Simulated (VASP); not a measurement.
# Ir (Fm-3m) in VASP: notebook

The runs below take Ir through single point, relaxation of cell and atoms, with r2SCAN.

Everything below comes from runs of VASP 6.6.1. Logs are shortened: lines on timing, memory, paths and dates and some standing lists are left out, and cuts for length are marked.

### 1 The cell of the first run

It takes space group Fm-3m (No. 225, cubic). Conventional cell: a = 3.844 Å, b = 3.844 Å, c = 3.844 Å, α = 90.00°, β = 90.00°, γ = 90.00°. Ir (site symmetry m-3m) has 12 Ir at 2.72 Å within 3.6 Å.

### 2 Single point, r2SCAN

Input file POSCAR:

```
Ir
1.0
    0.0000000000      1.9220874311      1.9220874311
    1.9220874311      0.0000000000      1.9220874311
    1.9220874311      1.9220874311      0.0000000000
Ir
1
Direct
    0.0000000000      0.0000000000      0.0000000000
```

Input file INCAR.step1:

```
SYSTEM = Ir
ALGO = Normal ; EDIFF = 1E-4
ENCUT = 520 ; GGA = PE
ISMEAR = -1 ; LASPH = .True.
LCHARG = .False. ; LREAL = .False.
LWAVE = .True. ; NBANDS = 10
NELM = 80 ; PREC = Accurate
SIGMA = 0.05
```

Input file INCAR.step2:

```
SYSTEM = Ir
ALGO = Normal ; EDIFF = 1E-7
ENCUT = 520 ; ISIF = 2
ISMEAR = -1 ; ISTART = 1
LASPH = .True. ; LCHARG = .False.
LMIXTAU = .True. ; LREAL = .False.
LWAVE = .False. ; METAGGA = R2SCAN
NBANDS = 10 ; NELM = 80
PREC = Accurate ; SIGMA = 0.05
```

Input file KPOINTS:

```
k-points
0
Gamma
  23 23 23
  0 0 0
```

Potentials or basis: VASP PAW PBE potentials, release 64 (Ir).

Run with:

```console
> cat potpaw_PBE.64/Ir/POTCAR > POTCAR
> cp INCAR.step1 INCAR
> mpirun -np 1 vasp_std > vasp.out
> cp INCAR.step2 INCAR
> mpirun -np 1 vasp_std > vasp.out
```

OUTCAR:

```text
SYSTEM = Ir
   EDIFF = 1E-7
   ENCUT = 520
   ISIF = 2
   ISMEAR = -1
   ISTART = 1
   LASPH = .True.
   LREAL = .False.
   METAGGA = R2SCAN
   NELM = 80
   PREC = Accurate

 ion  position               nearest neighbor table
   1  0.000  0.000  0.000-

  LATTYP: Found a face centered cubic cell.
 ALAT       =     3.8441748622

  Lattice vectors:

 A1 = (   0.0000000000,   1.9220874311,   1.9220874311)
 A2 = (   1.9220874311,   0.0000000000,   1.9220874311)
 A3 = (   1.9220874311,   1.9220874311,   0.0000000000)

Analysis of symmetry for initial positions (statically):
=====================================================================
 Subroutine PRICEL returns:
 Original cell was already a primitive cell.

 Routine SETGRP: Setting up the symmetry group for a
 face centered cubic supercell.

 Subroutine GETGRP returns: Found 48 space group operations
 (whereof 48 operations were pure point group operations)
 out of a pool of 48 trial point group operations.

The static configuration has the point symmetry O_h .

Analysis of symmetry for dynamics (positions and initial velocities):
=====================================================================
 Subroutine PRICEL returns:
 Original cell was already a primitive cell.

 Routine SETGRP: Setting up the symmetry group for a
 face centered cubic supercell.

 Subroutine GETGRP returns: Found 48 space group operations
 (whereof 48 operations were pure point group operations)
 out of a pool of 48 trial point group operations.

The dynamic configuration has the point symmetry O_h .

 Subroutine INISYM returns: Found 48 space group operations
 (whereof 48 operations are pure point group operations),
 and found     1 'primitive' translations

----------------------------------------------------------------------------------------

                                     Primitive cell

  volume of cell :      14.2020

  direct lattice vectors                    reciprocal lattice vectors
     0.000000000  1.922087431  1.922087431    -0.260133848  0.260133848  0.260133848
     1.922087431  0.000000000  1.922087431     0.260133848 -0.260133848  0.260133848
     1.922087431  1.922087431  0.000000000     0.260133848  0.260133848 -0.260133848

  length of vectors
     2.718242113  2.718242113  2.718242113     0.450565042  0.450565042  0.450565042

  position of ions in fractional coordinates (direct lattice)
[... 80 lines left out ...]
   NSW    =      0    number of steps for IOM
   IBRION =     -1    ionic relax: 0-MD 1-quasi-New 2-CG
   NFREE  =      0    steps in history (QN), initial steepest desc. (CG)
   ISIF   =      2    stress and relaxation
   ISYM   =      2    0-nonsym 1-usesym 2-fastsym
   POTIM  = 0.5000    time-step for ionic-motion
   TEBEG  =    0.0;   TEEND  =   0.0 temperature during run
   PSTRESS=    0.0 pullay stress
   NELECT =       9.0000    total number of electrons
   NUPDOWN=      -1.0000    fix difference up-down
   EMIN   =  10.00;   EMAX   =-10.00  energy-range for DOS
   EFERMI =   0.00;   METHOD = LEGACY
   ISMEAR =    -1;   SIGMA  =   0.05  broadening in eV -4-tet -1-fermi 0-gaus
   EFERMI_NEDOS =   21; number of points for ismear=-14 and -15
   IALGO  =     38    algorithm
   IMIX   =      4    mixing-type and parameters
     AMIX     =   0.40;   BMIX     =  1.00
     AMIX_MAG =   1.60;   BMIX_MAG =  1.00
  volume/ion in A,a.u.               =      14.20        95.84
  Fermi-wavevector in a.u.,A,eV,Ry     =   1.406174  2.657284 26.903161  1.977327
  Thomas-Fermi vector in A             =   2.528561
   LORBIT       =      0    0 simple, 1 ext, 2 COOP (PROOUT), +10 PAW based schemes
   METAGGA = R2SCAN    functional components
   LHFCALC =     F    Hartree Fock is set to
   AEXX    =    0.0000 exact exchange contribution
   IVDW    =     0    specifies the selected vdW correction
   LEPSILON=     F    determine dielectric tensor
   LRPA    =     F    only Hartree local field effects (RPA)
 non-spin polarized calculation
  energy-cutoff  :      520.00
  volume of cell :       14.20
 maximum number of plane-waves:       392
   NGX = 11   NGY = 11   NGZ = 11

 number of electron       9.0000000 magnetization

 Free energy of the ion-electron system (eV)
  ---------------------------------------------------
  ext. energy  EPLUGINS =         0.00000000
  ---------------------------------------------------
  free energy    TOTEN  =       -52.37214803 eV

  energy without entropy =      -52.36652001  energy(sigma->0) =      -52.36933402

 E-fermi :  10.0844     XC(G=0): -15.3017

 val. band max:       10.0715772898   @ k =   0.3043   0.2174   0.0000
 cond. band min:      10.0969163049   @ k =   0.3043   0.2609   0.0000
 fundamental gap:      0.0253390151
 Fermi energy:        10.0843534354

 k-point     1 :       0.0000    0.0000    0.0000
  band No.  band energies     occupation
      1      -1.3768      2.00000
      2       6.1321      2.00000
      3       6.1321      2.00000
      4       6.1321      2.00000
      5       8.8260      2.00000
      6       8.8260      2.00000
      7      25.2200      0.00000
      8      31.0611      0.00000
      9      31.0612      0.00000
     10      31.0612      0.00000
[... 287 lines left out ...]
 k-point    24 :      -0.4783    0.0435    0.0000
  band No.  band energies     occupation
      1       1.8093      2.00000
      2       5.9118      2.00000
      3       6.0395      2.00000
      4       9.0082      2.00000
      5      11.0012      0.00000
      6      11.5094      0.00000
      7      17.7087      0.00000
      8      24.9984      0.00000
      9      30.6585      0.00000
     10      30.8878      0.00000

 [... further k-points ...]

------------------------ aborting loop because EDIFF is reached ----------------------------------------

  FORCE on cell =-STRESS in cart. coord.  units (eV):
  Direction    XX          YY          ZZ          XY          YZ          ZX
  --------------------------------------------------------------------------------------
  -------------------------------------------------------------------------------------
  Total        0.2180498      0.2180498      0.2180498      0.0000000      0.0000000     -0.0000000
  in kB       24.5989654     24.5989654     24.5989654      0.0000000      0.0000000     -0.0000000
  external PRESSURE =      24.5989654 kB  Pullay stress =       0.0000000 kB

 VOLUME and BASIS-vectors are now :
 -----------------------------------------------------------------------------
  energy-cutoff  :      520.00
  volume of cell :       14.20
      direct lattice vectors                 reciprocal lattice vectors
     0.000000000  1.922087431  1.922087431    -0.260133848  0.260133848  0.260133848
     1.922087431  0.000000000  1.922087431     0.260133848 -0.260133848  0.260133848
     1.922087431  1.922087431  0.000000000     0.260133848  0.260133848 -0.260133848

 POSITION                                       TOTAL-FORCE (eV/Angst)
 -----------------------------------------------------------------------------------
      0.00000      0.00000      0.00000        -0.000000     -0.000000     -0.000000
 -----------------------------------------------------------------------------------
    total drift:                                0.000000     -0.000000     -0.000000

  FREE ENERGIE OF THE ION-ELECTRON SYSTEM (eV)
  ---------------------------------------------------
  free  energy   TOTEN  =       -52.3721480341 eV

  energy  without entropy=      -52.3665200067  energy(sigma->0) =      -52.36933402
```

OSZICAR.step1:

```text
N       E                     dE             d eps       ncg     rms          rms(c)
DAV:   1     0.478365189992E+02    0.47837E+02   -0.43750E+03  7352   0.816E+02
DAV:   2    -0.851434933816E+01   -0.56351E+02   -0.53249E+02  7450   0.196E+02
DAV:   3    -0.939737373495E+01   -0.88302E+00   -0.88053E+00  8618   0.299E+01
DAV:   4    -0.940497170704E+01   -0.75980E-02   -0.75964E-02  8218   0.256E+00
DAV:   5    -0.940512328290E+01   -0.15158E-03   -0.15157E-03  8362   0.344E-01    0.151E+01
DAV:   6    -0.894073396795E+01    0.46439E+00   -0.80819E-01  8174   0.110E+01    0.618E+00
DAV:   7    -0.885430940488E+01    0.86425E-01   -0.26102E-01  8652   0.578E+00    0.147E+00
DAV:   8    -0.885071931871E+01    0.35901E-02   -0.22121E-03  7886   0.508E-01    0.912E-01
DAV:   9    -0.884817722907E+01    0.25421E-02   -0.16945E-03  8258   0.573E-01    0.133E-02
DAV:  10    -0.884818345102E+01   -0.62219E-05   -0.83565E-06  3956   0.271E-02
   1 F= -.88481835E+01 E0= -.88450137E+01  d E =-.633959E-02
```

It took 83 s on 1 thread of Intel Xeon 6975P-C (Granite Rapids), shared host; peak memory 0.17 GiB.

Results:

| Property | Result |
| --- | --- |
| Free energy | -52.3721 eV |
| Pressure | 2.5 GPa |
| Band gap on the k mesh | zero (an odd number of electrons rules out a gap without spin polarisation) |

Caveat: the PAW data sets were made with another functional, which shifts forces and pressure a little; spin-orbit coupling is left out, which moves the levels of the heavy elements.

### 3 Relaxation of cell and atoms, r2SCAN

This run uses another cell than the first one, of 14.15 Å³/atom.

Input file POSCAR:

```
Ir
1.0
    0.0000000000      1.9197000000      1.9197000000
    1.9197000000      0.0000000000      1.9197000000
    1.9197000000      1.9197000000      0.0000000000
Ir
1
Direct
    0.0000000000      0.0000000000      0.0000000000
```

Input file INCAR.step1:

```
SYSTEM = Ir
  ALGO = Normal
  EDIFF = 1E-4
  ENCUT = 600
  GGA = PE
  ISMEAR = -1
  LASPH = .TRUE.
  LCHARG = .FALSE.
  LREAL = .FALSE.
  LWAVE = .TRUE.
  NELM = 80
  PREC = Accurate
  SIGMA = 0.05
```

Input file INCAR.step2:

```
SYSTEM = Ir
  ALGO = Normal
  EDIFF = 1E-6
  EDIFFG = -0.003
  ENCUT = 600
  IBRION = 2
  ISIF = 3
  ISMEAR = -1
  ISTART = 1
  LASPH = .TRUE.
  LCHARG = .FALSE.
  LMIXTAU = .TRUE.
  LREAL = .FALSE.
  LWAVE = .FALSE.
  METAGGA = R2SCAN
  NELM = 80
  NSW = 100
  PREC = Accurate
  SIGMA = 0.05
```

Input file KPOINTS:

```
k-points
0
G
  23 23 23
  0 0 0
```

Potentials or basis: VASP PAW PBE potentials, release 64 (Ir).

Run with:

```console
> cat potpaw_PBE.64/Ir/POTCAR > POTCAR
> cp INCAR.step1 INCAR
> mpirun -np 1 vasp_std > vasp.out
> cp INCAR.step2 INCAR
> mpirun -np 1 vasp_std > vasp.out
```

It took 2.7 min on 1 thread of Intel Xeon 6975P-C (Granite Rapids), shared host; peak memory 0.21 GiB.

Results (log left out):

```
Free energy                           : -52.3727 eV
Relaxed volume                        : 14.29 Å³/atom
Relaxed cell                          : a = 2.724 Å, b = 2.724 Å, c = 2.724 Å, α = 60.00°, β = 60.00°, γ = 60.00°
Space group after relaxing (to 0.1 Å) : Fm-3m (No. 225)
Energy gained by relaxing             : 1.8 meV/atom
Ionic steps                           : 5
Pressure after relaxing               : 0.0 GPa
Band gap on the k mesh                : zero (an odd number of electrons rules out a gap without spin polarisation)
```

Step by step:
| step | energy change (eV) | largest force (eV/Å) | pressure (GPa) | volume (Å³) |
| --- | --- | --- | --- | --- |
| 1 | 0.0000 | 0.0000 | 3.99 | 14.15 |
| 2 | 0.0245 | 0.0000 | -13.73 | 14.88 |
| 3 | -0.0018 | 0.0000 | -0.09 | 14.30 |
| 4 | -0.0018 | 0.0000 | 0.04 | 14.29 |
| 5 | -0.0018 | 0.0000 | 0.03 | 14.29 |

Final structure:
```cif
data_structure
_symmetry_space_group_name_H-M 'P 1'
_symmetry_Int_Tables_number 1
_cell_length_a 2.7241
_cell_length_b 2.7241
_cell_length_c 2.7241
_cell_angle_alpha 60.000
_cell_angle_beta 60.000
_cell_angle_gamma 60.000
_cell_volume 14.29
loop_
_atom_site_label
_atom_site_type_symbol
_atom_site_fract_x
_atom_site_fract_y
_atom_site_fract_z
_atom_site_occupancy
Ir1 Ir 0.00000 0.00000 0.00000 1
```

Levels at points of the mesh, in eV from the Fermi level:
| k point | band 1 | band 2 | band 3 | band 4 | band 5 | band 6 | band 7 | band 8 |
| --- | --- | --- | --- | --- | --- | --- | --- | --- |
| (0.00, 0.00, 0.00) | -11.39 | -3.91 | -3.91 | -3.91 | -1.25 | -1.25 | 15.15 | 20.95 |

Caveat: the PAW data sets were made with another functional, which shifts forces and pressure a little; spin-orbit coupling is left out, which moves the levels of the heavy elements.
